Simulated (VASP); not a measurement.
# SrO (P6/mmm) in VASP: notebook

SrO is run at these levels: PBE; tasks: single point.

Program: VASP 6.6.1. These are calculated values, not measurements. Logs are shortened: lines on timing, memory, paths and dates and some standing lists are left out, and cuts for length are marked.

## Step 1: The cell of the first run

Symmetry: P6/mmm, No. 191, hexagonal system. The conventional cell has a = 3.941 Å, b = 3.941 Å, c = 7.258 Å, α = 90.00°, β = 90.00°, γ = 120.00°. Within 3.5 Å of Sr (site symmetry 6mm) lie 6 O at 2.67 Å and 1 Sr at 2.81 Å. O (site symmetry -6m2) has 3 O at 2.28 Å and 6 Sr at 2.67 Å within 3.0 Å.

The cell was generated, and may not be a known phase.

## Step 2: Single point, PBE

INCAR

```
  ALGO = Normal
  EDIFF = 1E-6
  ENCUT = 1340
  GGA = PE
  GGA_COMPAT = False
  ISIF = 2
  ISMEAR = 0
  LASPH = True
  LCHARG = False
  LREAL = False
  LWAVE = False
  NBANDS = 24
  NELM = 120
  PREC = Accurate
  SIGMA = 0.1
```

KPOINTS

```
k-points
0
Gamma
  6 6 2
```

POSCAR

```
SrO
1.0
    3.9412472974     -0.0000000035      0.0000000000
   -1.9706236457      3.4132202839      0.0000000000
    0.0000000000      0.0000000000      7.2577164436
Sr O
2 2
Direct
    0.0000000000      0.0000000000      0.8064860410
    0.0000000000      0.0000000000      0.1935139590
    0.3333333333      0.6666666667      0.0000000000
    0.6666666667      0.3333333333      0.0000000000
```

Potentials or basis: VASP PAW PBE potentials, release 64 (Sr_sv, O_h).

On the command line:

```
cat potpaw_PBE.64/Sr_sv/POTCAR potpaw_PBE.64/O_h/POTCAR > POTCAR
mpirun -np 1 vasp_std > vasp.out
```

OUTCAR:

```text
EDIFF = 1E-6
   ENCUT = 1340
   GGA = PE
   ISIF = 2
   ISMEAR = 0
   LASPH = True
   LREAL = False
   NELM = 120
   PREC = Accurate

 ion  position               nearest neighbor table
   1  0.000  0.000  0.806-   3 2.67   4 2.67   4 2.67   3 2.67   4 2.67   3 2.67   2 2.81   2 4.45
                             2 4.84   2 4.84   2 4.84   2 4.84   2 4.84   2 4.84
   2  0.000  0.000  0.194-   3 2.67   4 2.67   4 2.67   3 2.67   4 2.67   3 2.67   1 2.81   1 4.45
                             1 4.84   1 4.84   1 4.84   1 4.84   1 4.84   1 4.84
   3  0.333  0.667  0.000-   1 2.67   2 2.67   1 2.67   2 2.67   1 2.67   2 2.67
   4  0.667  0.333  0.000-   1 2.67   2 2.67   1 2.67   2 2.67   1 2.67   2 2.67

  LATTYP: Found a hexagonal cell.
 ALAT       =     3.9412472974
 C/A-ratio  =     1.8414770493

  Lattice vectors:

 A1 = (   3.9412472974,  -0.0000000035,   0.0000000000)
 A2 = (  -1.9706236457,   3.4132202839,   0.0000000000)
 A3 = (   0.0000000000,   0.0000000000,   7.2577164436)

Analysis of symmetry for initial positions (statically):
=====================================================================
 Subroutine PRICEL returns:
 Original cell was already a primitive cell.

 Routine SETGRP: Setting up the symmetry group for a
 hexagonal supercell.

 Subroutine GETGRP returns: Found 24 space group operations
 (whereof 24 operations were pure point group operations)
 out of a pool of 24 trial point group operations.

The static configuration has the point symmetry D_6h.

Analysis of symmetry for dynamics (positions and initial velocities):
=====================================================================
 Subroutine PRICEL returns:
 Original cell was already a primitive cell.

 Routine SETGRP: Setting up the symmetry group for a
 hexagonal supercell.

 Subroutine GETGRP returns: Found 24 space group operations
 (whereof 24 operations were pure point group operations)
 out of a pool of 24 trial point group operations.

The dynamic configuration has the point symmetry D_6h.

 Subroutine INISYM returns: Found 24 space group operations
 (whereof 24 operations are pure point group operations),
 and found     1 'primitive' translations

----------------------------------------------------------------------------------------

                                     Primitive cell

  volume of cell :      97.6333

  direct lattice vectors                    reciprocal lattice vectors
     3.941247297 -0.000000003  0.000000000     0.253726784  0.146489227  0.000000000
    -1.970623646  3.413220284  0.000000000     0.000000000  0.292978454  0.000000000
     0.000000000  0.000000000  7.257716444     0.000000000  0.000000000  0.137784385

  length of vectors
     3.941247297  3.941247297  7.257716444     0.292978454  0.292978454  0.137784385

  position of ions in fractional coordinates (direct lattice)
     0.000000000  0.000000000  0.806486041
     0.000000000  0.000000000  0.193513959
     0.333333333  0.666666667  0.000000000
     0.666666667  0.333333333  0.000000000

  ion indices of the primitive-cell ions
   primitive index   ion index
                 1           1
                 2           2
                 3           3
                 4           4

----------------------------------------------------------------------------------------

 KPOINTS: k-points

Automatic generation of k-mesh.
 Grid dimensions read from file:
 generate k-points for:    6    6    2

 Generating k-lattice:

  Cartesian coordinates                     Fractional coordinates (reciprocal lattice)
     0.042287797  0.024414871  0.000000000     0.166666667  0.000000000  0.000000000
     0.000000000  0.048829742  0.000000000     0.000000000  0.166666667  0.000000000
     0.000000000  0.000000000  0.068892193     0.000000000  0.000000000  0.500000000

  Length of vectors
     0.048829742  0.048829742  0.068892193

  Shift w.r.t. Gamma in fractional coordinates (k-lattice)
     0.000000000  0.000000000  0.000000000

 Subroutine IBZKPT returns following result:
 ===========================================

 Found     14 irreducible k-points:

 Following reciprocal coordinates:
            Coordinates               Weight
  0.000000  0.000000  0.000000      1.000000
  0.166667 -0.000000  0.000000      6.000000
  0.333333 -0.000000  0.000000      6.000000
  0.500000 -0.000000  0.000000      3.000000
  0.166667  0.166667  0.000000      6.000000
  0.333333  0.166667  0.000000     12.000000
  0.333333  0.333333  0.000000      2.000000
  0.000000  0.000000  0.500000      1.000000
  0.166667 -0.000000  0.500000      6.000000
  0.333333 -0.000000  0.500000      6.000000
  0.500000 -0.000000  0.500000      3.000000
  0.166667  0.166667  0.500000      6.000000
  0.333333  0.166667  0.500000     12.000000
  0.333333  0.333333  0.500000      2.000000
   k-points           NKPTS =     14   k-points in BZ     NKDIM =     14   number of bands    NBANDS=     24
   number of dos      NEDOS =    301   number of ions     NIONS =      4
   total plane-waves  NPLWV = 207360
   dimension x,y,z NGX =    48 NGY =   48 NGZ =   90
   dimension x,y,z NGXF=    96 NGYF=   96 NGZF=  180
   ions per type =               2   2
   NGX,Y,Z   is equivalent  to a cutoff of  20.25, 20.25, 20.62 a.u.
   NGXF,Y,Z  is equivalent  to a cutoff of  40.49, 40.49, 41.23 a.u.
 SYSTEM =  unknown system
   PREC   = accura    normal or accurate (medium, high low for compatibility)
   ISTART =      0    job   : 0-new  1-cont  2-samecut
   ICHARG =      2    charge: 1-file 2-atom 10-const
   ISPIN  =      1    spin polarized calculation?
   LNONCOLLINEAR =      F non collinear calculations
   LSORBIT =      F    spin-orbit coupling
   LASPH  =      T    aspherical Exc in radial PAW
   ENCUT  = 1340.0 eV  98.49 Ry    9.92 a.u.  11.76 11.76 21.66*2*pi/ulx,y,z
   NELM   =    120;   NELMIN=  2; NELMDL= -5     # of ELM steps
   EDIFF  = 0.1E-05   stopping-criterion for ELM
   LREAL  =      F    real-space projection
   EDIFFG = 0.1E-04   stopping-criterion for IOM
   NSW    =      0    number of steps for IOM
   IBRION =     -1    ionic relax: 0-MD 1-quasi-New 2-CG
   NFREE  =      0    steps in history (QN), initial steepest desc. (CG)
   ISIF   =      2    stress and relaxation
   ISYM   =      2    0-nonsym 1-usesym 2-fastsym
   POTIM  = 0.5000    time-step for ionic-motion
   TEBEG  =    0.0;   TEEND  =   0.0 temperature during run
   PSTRESS=    0.0 pullay stress
   NELECT =      32.0000    total number of electrons
   NUPDOWN=      -1.0000    fix difference up-down
   EMIN   =  10.00;   EMAX   =-10.00  energy-range for DOS
   EFERMI =   0.00;   METHOD = LEGACY
   ISMEAR =     0;   SIGMA  =   0.10  broadening in eV -4-tet -1-fermi 0-gaus
   EFERMI_NEDOS =   21; number of points for ismear=-14 and -15
   IALGO  =     38    algorithm
   IMIX   =      4    mixing-type and parameters
     AMIX     =   0.40;   BMIX     =  1.00
     AMIX_MAG =   1.60;   BMIX_MAG =  1.00
  volume/ion in A,a.u.               =      24.41       164.72
  Fermi-wavevector in a.u.,A,eV,Ry     =   1.128735  2.133001 17.334416  1.274044
  Thomas-Fermi vector in A             =   2.265426
   LORBIT       =      0    0 simple, 1 ext, 2 COOP (PROOUT), +10 PAW based schemes
   GGA     = PE    functional components
   LHFCALC =     F    Hartree Fock is set to
   AEXX    =    0.0000 exact exchange contribution
   IVDW    =     0    specifies the selected vdW correction
   LEPSILON=     F    determine dielectric tensor
   LRPA    =     F    only Hartree local field effects (RPA)
 non-spin polarized calculation
 Gauss-broadening in eV      SIGMA  =   0.10
  energy-cutoff  :     1340.00
  volume of cell :       97.63
 maximum number of plane-waves:     10952
 NGX is ok and might be reduce to    48
   NGX = 23   NGY = 23   NGZ = 43

 number of electron      32.0000001 magnetization

 Free energy of the ion-electron system (eV)
  ---------------------------------------------------
  ext. energy  EPLUGINS =         0.00000000
  ---------------------------------------------------
  free energy    TOTEN  =       -18.37572689 eV

  energy without entropy =      -18.36438408  energy(sigma->0) =      -18.37005548

 E-fermi :   2.1553     XC(G=0):  -8.4163

 val. band max:        2.1297199327   @ k =   0.3333  -0.0000   0.5000
 cond. band min:       2.3648395681   @ k =   0.5000  -0.0000   0.0000
 fundamental gap:      0.2351196354
 Fermi energy:         2.1552745637

 k-point     1 :       0.0000    0.0000    0.0000
  band No.  band energies     occupation
      1     -33.1525      2.00000
      2     -32.8925      2.00000
      3     -16.9283      2.00000
      4     -14.9333      2.00000
      5     -14.9333      2.00000
      6     -14.6925      2.00000
[... 16 lines left out ...]
     23       7.6942      0.00000
     24       7.8394      0.00000

 k-point     2 :       0.1667   -0.0000    0.0000
  band No.  band energies     occupation
      1     -33.1435      2.00000
      2     -32.8856      2.00000
      3     -16.8456      2.00000
      4     -15.3495      2.00000
      5     -14.9600      2.00000
      6     -14.7824      2.00000
[... 16 lines left out ...]
     23       7.3231      0.00000
     24       7.8185      0.00000

 k-point     3 :       0.3333   -0.0000    0.0000
  band No.  band energies     occupation
      1     -33.1256      2.00000
      2     -32.8719      2.00000
      3     -16.6205      2.00000
      4     -15.8094      2.00000
      5     -15.0127      2.00000
      6     -14.9557      2.00000
[... 16 lines left out ...]
     23       8.3308      0.00000
     24       8.3638      0.00000

 k-point     4 :       0.5000   -0.0000    0.0000
  band No.  band energies     occupation
      1     -33.1165      2.00000
      2     -32.8650      2.00000
      3     -16.3931      2.00000
      4     -16.1031      2.00000
      5     -15.0394      2.00000
      6     -15.0387      2.00000
[... 16 lines left out ...]
     23       8.8329      0.00000
     24       9.0143      0.00000

 k-point     5 :       0.1667    0.1667    0.0000
  band No.  band energies     occupation
      1     -33.1301      2.00000
      2     -32.8753      2.00000
      3     -16.6863      2.00000
      4     -15.6424      2.00000
      5     -15.1136      2.00000
      6     -14.8961      2.00000
[... 16 lines left out ...]
     23       7.9850      0.00000
     24       8.0586      0.00000

 k-point     6 :       0.3333    0.1667    0.0000
  band No.  band energies     occupation
      1     -33.1166      2.00000
      2     -32.8650      2.00000
      3     -16.3898      2.00000
      4     -15.9554      2.00000
      5     -15.3495      2.00000
      6     -14.9945      2.00000
[... 16 lines left out ...]
     23       8.2117      0.00000
     24       8.9417      0.00000

 k-point     7 :       0.3333    0.3333    0.0000
  band No.  band energies     occupation
      1     -33.1121      2.00000
      2     -32.8615      2.00000
      3     -16.0111      2.00000
      4     -15.9304      2.00000
      5     -15.9304      2.00000
      6     -14.9308      2.00000
[... 16 lines left out ...]
     23       7.8728      0.00000
     24       8.1730      0.00000

 k-point     8 :       0.0000    0.0000    0.5000
  band No.  band energies     occupation
      1     -33.1510      2.00000
      2     -32.8941      2.00000
      3     -16.9120      2.00000
      4     -14.9308      2.00000
      5     -14.9308      2.00000
      6     -14.6952      2.00000
[... 16 lines left out ...]
     23       7.9201      0.00000
     24       7.9201      0.00000

 k-point     9 :       0.1667   -0.0000    0.5000
  band No.  band energies     occupation
      1     -33.1421      2.00000
      2     -32.8872      2.00000
      3     -16.8308      2.00000
      4     -15.3349      2.00000
      5     -14.9574      2.00000
      6     -14.7860      2.00000
[... 16 lines left out ...]
     23       7.0122      0.00000
     24       7.8330      0.00000

 k-point    10 :       0.3333   -0.0000    0.5000
  band No.  band energies     occupation
      1     -33.1242      2.00000
      2     -32.8734      2.00000
      3     -16.6099      2.00000
      4     -15.7894      2.00000
      5     -15.0099      2.00000
      6     -14.9608      2.00000
[... 16 lines left out ...]
     23       7.5585      0.00000
     24       7.7522      0.00000

 k-point    11 :       0.5000   -0.0000    0.5000
  band No.  band energies     occupation
      1     -33.1152      2.00000
      2     -32.8665      2.00000
      3     -16.3910      2.00000
      4     -16.0753      2.00000
      5     -15.0451      2.00000
      6     -15.0357      2.00000
[... 16 lines left out ...]
     23       7.5199      0.00000
     24       7.7149      0.00000

 k-point    12 :       0.1667    0.1667    0.5000
  band No.  band energies     occupation
      1     -33.1287      2.00000
      2     -32.8769      2.00000
      3     -16.6740      2.00000
      4     -15.6233      2.00000
      5     -15.1110      2.00000
      6     -14.9007      2.00000
[... 16 lines left out ...]
     23       7.2496      0.00000
     24       7.5955      0.00000

 k-point    13 :       0.3333    0.1667    0.5000
  band No.  band energies     occupation
      1     -33.1152      2.00000
      2     -32.8665      2.00000
      3     -16.3817      2.00000
      4     -15.9333      2.00000
      5     -15.3458      2.00000
      6     -14.9998      2.00000
[... 16 lines left out ...]
     23       7.8643      0.00000
     24       8.1756      0.00000

 k-point    14 :       0.3333    0.3333    0.5000
  band No.  band energies     occupation
      1     -33.1107      2.00000
      2     -32.8630      2.00000
      3     -15.9817      2.00000
      4     -15.9281      2.00000
      5     -15.9281      2.00000
      6     -14.9356      2.00000
[... 16 lines left out ...]
     23       8.1905      0.00000
     24       8.1905      0.00000

------------------------ aborting loop because EDIFF is reached ----------------------------------------

  FORCE on cell =-STRESS in cart. coord.  units (eV):
  Direction    XX          YY          ZZ          XY          YZ          ZX
  --------------------------------------------------------------------------------------
  -------------------------------------------------------------------------------------
  Total        0.1458260      0.1458260      0.0340860     -0.0000000      0.0000000     -0.0000000
  in kB        2.3930271      2.3930271      0.5593566     -0.0000000      0.0000000     -0.0000000
  external PRESSURE =       1.7818036 kB  Pullay stress =       0.0000000 kB

 VOLUME and BASIS-vectors are now :
 -----------------------------------------------------------------------------
  energy-cutoff  :     1340.00
  volume of cell :       97.63
      direct lattice vectors                 reciprocal lattice vectors
     3.941247297 -0.000000003  0.000000000     0.253726784  0.146489227  0.000000000
    -1.970623646  3.413220284  0.000000000     0.000000000  0.292978454  0.000000000
     0.000000000  0.000000000  7.257716444     0.000000000  0.000000000  0.137784385

 POSITION                                       TOTAL-FORCE (eV/Angst)
 -----------------------------------------------------------------------------------
      0.00000      0.00000      5.85325         0.000000     -0.000000     -0.054758
      0.00000      0.00000      1.40447         0.000000     -0.000000      0.054758
      0.00000      2.27548      0.00000        -0.000000      0.000000      0.000000
      1.97062      1.13774      0.00000         0.000000     -0.000000      0.000000
 -----------------------------------------------------------------------------------
    total drift:                               -0.000000      0.000000      0.000000

  FREE ENERGIE OF THE ION-ELECTRON SYSTEM (eV)
  ---------------------------------------------------
  free  energy   TOTEN  =       -18.3757268854 eV

  energy  without entropy=      -18.3643840793  energy(sigma->0) =      -18.37005548
```

Wall time 4.1 min (1 thread of Intel Xeon Platinum 8375C at 2.90GHz (Ice Lake), shared host); peak memory 0.51 GiB.

What came out:

| Item | Value |
| --- | --- |
| Free energy | -18.3757 eV |
| Pressure | 0.2 GPa |
| Largest force | 0.055 eV/Å |
| Band gap on the k mesh | zero (bands 16 and 17 overlap by 1.77 eV) |

Forces in eV/Å, atoms in the order of the input:
```
Sr   0.000  0.000 -0.055
Sr   0.000  0.000  0.055
O    0.000  0.000  0.000
O    0.000  0.000  0.000
```

Stress tensor (GPa, compression positive):
```
0.24 0.00 0.00
0.00 0.24 0.00
0.00 0.00 0.06
```

Caveat: the k points lie up to 0.43 Å⁻¹ apart, too coarse for converged energies and pressures of a metal.

## Step 3: Single point, PBE

INCAR

```
PREC = Accurate ; ENCUT = 1340
EDIFF = 1E-6 ; ISMEAR = 0
SIGMA = 0.1 ; LREAL = False
LASPH = True ; NELM = 120
ALGO = Normal ; ISIF = 2
LWAVE = False ; LCHARG = False
GGA = PE ; NBANDS = 24
GGA_COMPAT = False
```

KPOINTS

```
Automatic mesh
0
Gamma
  6 6 4
```

Changes to POSCAR since step 2:

```diff
@@ -2,4 +2,4 @@
 1.0
-    3.9412472974     -0.0000000035      0.0000000000
-   -1.9706236457      3.4132202839      0.0000000000
+    3.9412472974      0.0000000000      0.0000000000
+   -1.9706236487      3.4132202822      0.0000000000
     0.0000000000      0.0000000000      7.2577164436
```

Potentials or basis: VASP PAW PBE potentials, release 64 (Sr_sv, O_h).

On the command line:

```
cat potpaw_PBE.64/Sr_sv/POTCAR potpaw_PBE.64/O_h/POTCAR > POTCAR
mpirun -np 1 vasp_std > vasp.out
```

Wall time 5.1 min (1 thread of Intel Xeon Platinum 8259CL at 2.50GHz (Skylake/Cascade Lake), shared host); peak memory 0.55 GiB.

Results (log left out):

```yaml
Free_energy: -18.3800 eV
Pressure: 0.2 GPa
Largest_force: 0.061 eV/Å
Band_gap_on_the_k_mesh: zero (bands 16 and 17 overlap by 1.77 eV)
```

Forces in eV/Å, atoms in the order of the input:
```
Sr   0.000  0.000 -0.061
Sr   0.000  0.000  0.061
O    0.000  0.000  0.000
O    0.000  0.000  0.000
```

Stress tensor (GPa, compression positive):
```
0.25 0.00 0.00
0.00 0.25 0.00
0.00 0.00 0.02
```

Levels at points of the mesh, in eV from the Fermi level:
| k point | band 14 | band 15 | band 16 | band 17 | band 18 | band 19 | band 20 | band 21 |
| --- | --- | --- | --- | --- | --- | --- | --- | --- |
| (0.00, 0.00, 0.00) | -1.61 | -1.09 | -0.89 | -0.89 | 2.08 | 2.97 | 4.53 | 4.53 |
| (0.50, 0.00, 0.00) | -2.45 | -0.70 | 0.21 | 0.77 | 1.20 | 2.73 | 3.65 | 4.42 |
| (0.00, 0.00, 0.50) | -1.09 | -0.89 | -0.88 | -0.88 | 1.20 | 3.64 | 4.38 | 4.38 |
| (0.50, 0.00, 0.50) | -2.46 | -0.66 | 0.21 | 0.94 | 1.77 | 2.97 | 2.99 | 4.31 |

The gap in the log of VASP goes by the Fermi energy; the results here count the filled bands.